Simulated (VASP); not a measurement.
# Bi (P2/m) in VASP: a series of runs, part 2 of 2

VASP 6.6.1. The steps go on from the part before.

### 3 Single point, LDA (32.94 Å³/atom)

This run uses another cell than the first one, of 32.94 Å³/atom.

File INCAR:

```
SYSTEM = Bi
  PREC = Accurate
  ENCUT = 520
  EDIFF = 1E-7
  ISMEAR = -1
  SIGMA = 0.05
  LREAL = .FALSE.
  LASPH = .TRUE.
  NELM = 60
  ALGO = Fast
  ISIF = 2
  LWAVE = .FALSE.
  LCHARG = .FALSE.
  GGA = CA
  NBANDS = 22
```

File KPOINTS:

```
regular mesh
0
G
  8 8 4
  0 0 0
```

File POSCAR:

```
Bi
1.0
    3.2166415224      0.0000000000      0.0000000000
    0.0000000000      3.2000209013      0.0000000000
   -0.0799148974      0.0000000000      6.4006399093
Bi
2
Direct
    0.5442472500      0.0000000000      0.7495778900
    0.4557527500      0.0000000000      0.2504221100
```

Potentials or basis: VASP PAW LDA potentials, release 64 (Bi_d).

The run is started by

```console
cat potpaw_LDA.64/Bi_d/POTCAR > POTCAR
mpirun -np 1 vasp_std > vasp.out
```

OUTCAR:

```text
SYSTEM = Bi
   PREC = Accurate
   ENCUT = 520
   EDIFF = 1E-7
   ISMEAR = -1
   LREAL = .FALSE.
   LASPH = .TRUE.
   NELM = 60
   ISIF = 2
   GGA = CA

 ion  position               nearest neighbor table
   1  0.544  0.000  0.750-   2 3.20   2 3.22
   2  0.456  0.000  0.250-   1 3.20   1 3.22

  LATTYP: Found a simple monoclinic cell.
 ALAT       =     3.2166415224
 B/A-ratio  =     0.9948329271
 C/A-ratio  =     1.9900068852
 COS(beta)  =    -0.0124844813

[... 786 lines left out ...]

 [... further k-points ...]

------------------------ aborting loop because EDIFF is reached ----------------------------------------

  FORCE on cell =-STRESS in cart. coord.  units (eV):
  Direction    XX          YY          ZZ          XY          YZ          ZX
  --------------------------------------------------------------------------------------
  -------------------------------------------------------------------------------------
  Total       -0.3251524     -0.0009223     -0.4244705      0.0000000      0.0000000     -0.0485930
  in kB       -7.9071258     -0.0224297    -10.3223648      0.0000000      0.0000000     -1.1816943
  external PRESSURE =      -6.0839734 kB  Pullay stress =       0.0000000 kB

 VOLUME and BASIS-vectors are now :
 -----------------------------------------------------------------------------
  energy-cutoff  :      520.00
  volume of cell :       65.88
      direct lattice vectors                 reciprocal lattice vectors
     3.216641522  0.000000000  0.000000000     0.310883259  0.000000000  0.003881519
     0.000000000  3.200020901  0.000000000     0.000000000  0.312497959  0.000000000
    -0.079914897  0.000000000  6.400639909     0.000000000  0.000000000  0.156234379

 POSITION                                       TOTAL-FORCE (eV/Angst)
 -----------------------------------------------------------------------------------
      1.69075      0.00000      4.79778        -0.003900      0.000000     -0.011473
      1.44598      0.00000      1.60286         0.003900      0.000000      0.011473
 -----------------------------------------------------------------------------------
    total drift:                                0.000000     -0.000000      0.000000

  FREE ENERGIE OF THE ION-ELECTRON SYSTEM (eV)
  ---------------------------------------------------
  free  energy   TOTEN  =        -9.0586989706 eV

  energy  without entropy=       -9.0445777130  energy(sigma->0) =       -9.05163834
```

Run time: 2.6 min. Hardware: 1 thread of Intel Xeon 8259CL, shared host; peak memory 0.22 GiB.

What came out:

```
Free energy            : -9.0587 eV
Pressure               : -0.6 GPa
Largest force          : 0.012 eV/Å
Band gap on the k mesh : zero (bands 15 and 16 overlap by 6.41 eV)
```

Forces on the atoms (eV/Å):
```
Bi  -0.004  0.000 -0.011
Bi   0.004  0.000  0.011
```

Stress tensor (GPa, compression positive):
```
-0.79  0.00 -0.12
 0.00  0.00  0.00
-0.12  0.00 -1.03
```

Caveat: spin-orbit coupling is left out, which moves the levels of the heavy elements.

### 4 Single point, LDA (34.96 Å³/atom)

This run uses another cell than the first one, of 34.96 Å³/atom.

File INCAR:

```
PREC = Accurate
ENCUT = 520
EDIFF = 1E-6
ISMEAR = -1
SIGMA = 0.05
LREAL = False
LASPH = True
NELM = 60
ALGO = Fast
ISIF = 2
LWAVE = False
LCHARG = False
NBANDS = 22
```

File KPOINTS:

```
Automatic mesh
0
Gamma
  8 8 4
```

File POSCAR:

```
Bi
1.0
    3.2809913467      0.0000000000      0.0000000000
    0.0000000000      3.2640382254      0.0000000000
   -0.0815136175      0.0000000000      6.5286865229
Bi
2
Direct
    0.5442472500      0.0000000000      0.7495778900
    0.4557527500      0.0000000000      0.2504221100
```

Potentials or basis: VASP PAW LDA potentials, release 64 (Bi_d).

The run is started by

```console
cat potpaw_LDA.64/Bi_d/POTCAR > POTCAR
mpirun -np 1 vasp_std > vasp.out
```

OUTCAR:

```text
PREC = Accurate
   ENCUT = 520
   EDIFF = 1E-6
   ISMEAR = -1
   LREAL = False
   LASPH = True
   NELM = 60
   ISIF = 2

 ion  position               nearest neighbor table
   1  0.544  0.000  0.750-   2 3.27   2 3.29
   2  0.456  0.000  0.250-   1 3.27   1 3.29

  LATTYP: Found a simple monoclinic cell.
 ALAT       =     3.2809913467
 B/A-ratio  =     0.9948329272
 C/A-ratio  =     1.9900068852
 COS(beta)  =    -0.0124844813

  Lattice vectors:

[... 785 lines left out ...]
 [... further k-points ...]

------------------------ aborting loop because EDIFF is reached ----------------------------------------

  FORCE on cell =-STRESS in cart. coord.  units (eV):
  Direction    XX          YY          ZZ          XY          YZ          ZX
  --------------------------------------------------------------------------------------
  -------------------------------------------------------------------------------------
  Total       -1.5608156     -1.2775029     -1.6455234      0.0000000      0.0000000     -0.0245323
  in kB      -35.7664669    -29.2742886    -37.7075673      0.0000000      0.0000000     -0.5621635
  external PRESSURE =     -34.2494409 kB  Pullay stress =       0.0000000 kB

 VOLUME and BASIS-vectors are now :
 -----------------------------------------------------------------------------
  energy-cutoff  :      520.00
  volume of cell :       69.92
      direct lattice vectors                 reciprocal lattice vectors
     3.280991347  0.000000000  0.000000000     0.304785930  0.000000000  0.003805391
     0.000000000  3.264038225  0.000000000     0.000000000  0.306368961  0.000000000
    -0.081513617  0.000000000  6.528686523     0.000000000  0.000000000  0.153170166

 POSITION                                       TOTAL-FORCE (eV/Angst)
 -----------------------------------------------------------------------------------
      1.72457      0.00000      4.89376        -0.019910      0.000000     -0.019153
      1.47491      0.00000      1.63493         0.019910     -0.000000      0.019153
 -----------------------------------------------------------------------------------
    total drift:                                0.000000     -0.000000      0.000000

  FREE ENERGIE OF THE ION-ELECTRON SYSTEM (eV)
  ---------------------------------------------------
  free  energy   TOTEN  =        -9.0076365698 eV

  energy  without entropy=       -8.9931204976  energy(sigma->0) =       -9.00037853
```

OSZICAR:

```text
N       E                     dE             d eps       ncg     rms          rms(c)
DAV:   1     0.307272686013E+03    0.30727E+03   -0.16192E+04  3966   0.164E+03
DAV:   2     0.169021645903E+02   -0.29037E+03   -0.28317E+03  4032   0.437E+02
DAV:   3    -0.812466925887E+01   -0.25027E+02   -0.24755E+02  4800   0.142E+02
DAV:   4    -0.898469639085E+01   -0.86003E+00   -0.85891E+00  4810   0.290E+01
DAV:   5    -0.901954416185E+01   -0.34848E-01   -0.34846E-01  5510   0.527E+00    0.789E-01
RMM:   6    -0.901019946822E+01    0.93447E-02   -0.16974E-02  4464   0.139E+00    0.465E-01
RMM:   7    -0.900749391823E+01    0.27055E-02   -0.12875E-02  4486   0.110E+00    0.105E-01
RMM:   8    -0.900752595577E+01   -0.32038E-04   -0.30849E-03  5250   0.620E-01    0.136E-02
RMM:   9    -0.900762749617E+01   -0.10154E-03   -0.10602E-03  6683   0.244E-01    0.163E-02
RMM:  10    -0.900763573339E+01   -0.82372E-05   -0.10447E-04  6461   0.788E-02    0.148E-02
RMM:  11    -0.900763624533E+01   -0.51193E-06   -0.17191E-05  5177   0.316E-02    0.126E-02
RMM:  12    -0.900764695447E+01   -0.10709E-04   -0.36423E-05  5128   0.792E-02    0.264E-02
RMM:  13    -0.900763630782E+01    0.10647E-04   -0.15283E-05  4661   0.499E-02    0.339E-03
RMM:  14    -0.900763656984E+01   -0.26201E-06   -0.38961E-06  2808   0.208E-02
   1 F= -.90076366E+01 E0= -.90003785E+01  d E =-.145161E-01
```

Wall time 2.7 min (1 thread of Intel Xeon 8259CL, shared host); peak memory 0.22 GiB.

What came out:

```
Free energy            : -9.0076 eV
Pressure               : -3.4 GPa
Largest force          : 0.028 eV/Å
Band gap on the k mesh : zero (bands 15 and 16 overlap by 6.02 eV)
```

Forces in eV/Å, atoms in the order of the input:
```
Bi  -0.020  0.000 -0.019
Bi   0.020  0.000  0.019
```

Levels at points of the mesh, in eV from the Fermi level:
| k point | band 11 | band 12 | band 13 | band 14 | band 15 | band 16 | band 17 | band 18 | band 19 | band 20 |
| --- | --- | --- | --- | --- | --- | --- | --- | --- | --- | --- |
| (0.00, 0.00, 0.00) | -12.96 | -11.14 | -4.79 | 3.11 | 3.15 | 3.17 | 4.62 | 4.99 | 6.37 | 7.92 |
| (0.50, 0.00, 0.00) | -11.15 | -9.41 | -4.75 | -3.04 | -2.91 | 2.51 | 4.97 | 5.28 | 6.78 | 9.76 |
| (0.00, 0.50, 0.00) | -11.12 | -9.32 | -4.80 | -2.98 | -2.96 | 2.87 | 4.93 | 4.98 | 6.51 | 9.70 |
| (0.50, 0.50, 0.00) | -9.34 | -7.57 | -2.99 | -2.92 | -1.35 | -1.32 | -1.19 | 2.90 | 4.95 | 5.37 |
| (0.00, 0.00, 0.50) | -12.25 | -12.22 | -1.72 | -1.69 | 3.76 | 3.84 | 3.94 | 3.95 | 7.52 | 7.59 |
| (0.50, 0.00, 0.50) | -10.48 | -10.44 | -4.09 | -4.07 | 0.17 | 0.26 | 5.44 | 5.49 | 5.74 | 5.78 |
| (0.00, 0.50, 0.50) | -10.42 | -10.40 | -4.06 | -4.04 | 0.19 | 0.23 | 5.49 | 5.50 | 5.61 | 5.70 |
| (0.50, 0.50, 0.50) | -8.66 | -8.62 | -2.31 | -2.29 | -2.27 | -2.26 | 2.01 | 2.11 | 3.58 | 3.61 |

Caveat: the cell stands under tension; spin-orbit coupling is left out, which moves the levels of the heavy elements.

### 5 Single point, PBEsol (34.96 Å³/atom)

This run uses another cell than the first one, of 34.96 Å³/atom.

File INCAR:

```
ALGO = Fast
EDIFF = 1E-7
ENCUT = 520
GGA = PS
ISIF = 2
ISMEAR = -1
LASPH = True
LCHARG = False
LREAL = False
LWAVE = False
NBANDS = 22
NELM = 80
PREC = Accurate
SIGMA = 0.05
```

File KPOINTS:

```
k-points
0
Gamma
  8 8 4
```

POSCAR is that of step 4.

Potentials or basis: VASP PAW PBE potentials, release 64 (Bi_d).

The run is started by

```console
cat potpaw_PBE.64/Bi_d/POTCAR > POTCAR
mpirun -np 1 vasp_std > vasp.out
```

Run time: 4 min. Hardware: 1 thread of Intel Xeon 8259CL, shared host; peak memory 0.24 GiB.

The run converged. Its results:

* Free energy: -8.5116 eV
* Pressure: -2.4 GPa
* Largest force: 0.019 eV/Å
* Band gap on the k mesh: zero (bands 15 and 16 overlap by 6.05 eV)

Forces on the atoms (eV/Å):
```
Bi  -0.007  0.000 -0.017
Bi   0.007  0.000  0.017
```

Stress tensor (GPa, compression positive):
```
-2.52  0.00 -0.07
 0.00 -1.87  0.00
-0.07  0.00 -2.73
```

Levels at points of the mesh, in eV from the Fermi level:
| k point | band 11 | band 12 | band 13 | band 14 | band 15 | band 16 | band 17 | band 18 | band 19 | band 20 |
| --- | --- | --- | --- | --- | --- | --- | --- | --- | --- | --- |
| (0.00, 0.00, 0.00) | -12.96 | -11.13 | -4.81 | 3.14 | 3.18 | 3.20 | 4.66 | 5.03 | 6.26 | 7.86 |
| (0.50, 0.00, 0.00) | -11.15 | -9.40 | -4.77 | -3.04 | -2.91 | 2.44 | 5.02 | 5.31 | 6.84 | 9.71 |
| (0.00, 0.50, 0.00) | -11.12 | -9.31 | -4.82 | -2.99 | -2.96 | 2.79 | 4.98 | 5.02 | 6.57 | 9.65 |
| (0.50, 0.50, 0.00) | -9.33 | -7.56 | -3.00 | -2.93 | -1.34 | -1.31 | -1.18 | 2.82 | 4.92 | 5.30 |
| (0.00, 0.00, 0.50) | -12.25 | -12.23 | -1.73 | -1.70 | 3.79 | 3.88 | 3.97 | 3.99 | 7.43 | 7.50 |
| (0.50, 0.00, 0.50) | -10.47 | -10.44 | -4.11 | -4.08 | 0.17 | 0.26 | 5.38 | 5.42 | 5.79 | 5.83 |
| (0.00, 0.50, 0.50) | -10.42 | -10.40 | -4.08 | -4.06 | 0.19 | 0.23 | 5.43 | 5.43 | 5.66 | 5.75 |
| (0.50, 0.50, 0.50) | -8.65 | -8.62 | -2.30 | -2.29 | -2.27 | -2.26 | 2.03 | 2.13 | 3.50 | 3.53 |

Caveat: the PAW data sets were made with another functional, which shifts forces and pressure a little; spin-orbit coupling is left out, which moves the levels of the heavy elements.

### 6 The runs side by side

```csv
task,level,potentials or basis,cell,cutoff (eV),gap on the mesh (eV),pressure (GPa),largest force (eV/Å)
relaxation of cell and atoms,PBEsol,"VASP PAW PBE potentials, release 64 (Bi_d)","relaxed to 2 GPa from a = 3.238, b = 3.222, c = 6.444 Å, angles 90.0, 90.7, 90.0°, 2 atoms",600,none,2.0,0.01
single point,LDA,"VASP PAW LDA potentials, release 64 (Bi_d)","a = 3.217, b = 3.200, c = 6.401 Å, angles 90.0, 90.7, 90.0°, 2 atoms",520,none,-0.6,0.01
single point,LDA,"VASP PAW LDA potentials, release 64 (Bi_d)","a = 3.281, b = 3.264, c = 6.529 Å, angles 90.0, 90.7, 90.0°, 2 atoms",520,none,-3.4,0.03
single point,PBEsol,"VASP PAW PBE potentials, release 64 (Bi_d)","a = 3.281, b = 3.264, c = 6.529 Å, angles 90.0, 90.7, 90.0°, 2 atoms",520,none,-2.4,0.02
```

Alike in all rows: no spin polarisation; k mesh 8 × 8 × 4; smearing fermi-dirac 0.05 eV.

Caveats: spin-orbit coupling is left out, which moves the levels of the heavy elements; the PAW data sets were made with another functional, which shifts forces and pressure a little (at least some runs); the cell is relaxed towards a set pressure, so the run minimises the enthalpy, not the energy (at least some runs); the cell stands under tension (at least some runs).

Absolute energies hang on the potentials; compare differences alone.
